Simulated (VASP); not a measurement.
Runs of VASP 6.6.1 on Ru. The structure is that of space group Pm-3m (No. 221), or close to it. The cells are those of the table. 

```csv
task,level,spin,cell,k mesh,cutoff (eV),smearing,grid for exact exchange (PRECFOCK),screening parameter,gap on the mesh (eV),pressure (GPa),moment (μB)
single point,PBE,off,"a = 2.609 Å, 1 atom",14 × 14 × 14,520,fermi-dirac 0.1 eV,-,-,none,-18.8,-
single point,PBE,off,"a = 2.407 Å, 1 atom",14 × 14 × 14,520,fermi-dirac 0.1 eV,-,-,none,38.5,-
single point,PBE,off,"a = 2.512 Å, 1 atom",20 × 20 × 20,520,fermi-dirac 0.1 eV,-,-,none,0.1,-
single point,PBE,off,"a = 2.512 Å, 1 atom",6 × 6 × 6,520,fermi-dirac 0.1 eV,-,-,none,1.6,-
single point,PBE,"collinear, ferromagnetic start","a = 2.608 Å, 1 atom",14 × 14 × 14,520,fermi-dirac 0.05 eV,-,-,none,(b),0.00
single point,HSE06,off,"a = 2.512 Å, 1 atom",6 × 6 × 6,520,fermi-dirac 0.1 eV,Normal,0.2079 1/Å,none,-9.2,-
single point,PBE,off,"a = 2.577 Å, 1 atom",14 × 14 × 14,520,fermi-dirac 0.1 eV,-,-,none,-13.9,-
single point,PBE,off,"a = 2.545 Å, 1 atom",14 × 14 × 14,520,fermi-dirac 0.1 eV,-,-,none,-7.6,-
single point,PBE,off,"a = 2.478 Å, 1 atom",14 × 14 × 14,520,fermi-dirac 0.1 eV,-,-,none,10.2,-
single point,PBE,off,"a = 2.512 Å, 1 atom",14 × 14 × 14,520,fermi-dirac 0.1 eV,-,-,none,(a),-
single point,PBE,"collinear, ferromagnetic start","a = 2.511 Å, 1 atom",20 × 20 × 20,520,fermi-dirac 0.05 eV,-,-,none,0.1,0.00
relaxation of cell and atoms,PBE,"collinear, ferromagnetic start","relaxed from a = 2.446 Å, 1 atom",13 × 13 × 13,600,fermi-dirac 0.05 eV,-,-,none,0.1,0.00
```

Alike in all rows: potentials or basis VASP PAW PBE potentials, release 64 (Ru_pv).

Task: Fill in the values left out.

Result: (a) 0.3; (b) -18.9.

Caveats: some runs use coarse meshes; the PAW data sets were made with another functional, which shifts forces and pressure a little (some runs).

A k mesh can miss the band edges, and the runs leave out spin-orbit coupling on Ru.

A gap of «none» marks levels without a gap at the run's occupations.
